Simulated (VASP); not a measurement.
# Ru: elastic constants with LDA

Ru:

```
Ru
1.0
     2.67583    0.00000    0.00000
    -1.33791    2.31734    0.00000
     0.00000    0.00000    4.22638
Ru
2
Direct
  0.33333 0.66667 0.25000
  0.66667 0.33333 0.75000
```

```
Program                   : VASP 6.6.1
Task                      : elastic constants
Functional                : LDA
Potentials or basis       : VASP PAW LDA potentials, release 64 (Ru_pv)
Cutoff                    : 600 eV
k mesh                    : 18 × 18 × 10
Occupations               : fermi-dirac, width 0.15 eV
Spin                      : no spin polarisation
Dipole correction         : no
Ions in elastic constants : relaxed
Further INCAR settings    : ALGO = Normal; EDIFF = 1e-08; NBANDS = 21; IBRION = 6; POTIM = 0.015; NSW = 1; ISIF = 3
```

| Item | Value |
| --- | --- |
| Voigt bulk modulus | 369 GPa |
| Highest phonon frequency at Γ | 273 cm⁻¹ |

Phonon frequencies in cm⁻¹ (negative: imaginary):
```
              q point        frequencies
(0.000, 0.000, 0.000)  0 0 0 204 204 273
```

Elastic tensor in Voigt notation (GPa, in the Cartesian axes of the cell as first typed):
```
657 218 208   0   0   0
218 657 208   0   0   0
208 208 739   0   0   0
  0   0   0 210   0   0
  0   0   0   0 210   0
  0   0   0   0   0 220
```

Clamped-ion elastic tensor (GPa):
```
665 211 208   0   0   0
211 665 208   0   0   0
208 208 739   0   0   0
  0   0   0 210   0   0
  0   0   0   0 210   0
  0   0   0   0   0 227
```

Run time: 89 min on 1 thread of Oxide Virtual Turin-like Processor, on a shared host, peak memory 0.91 GiB.
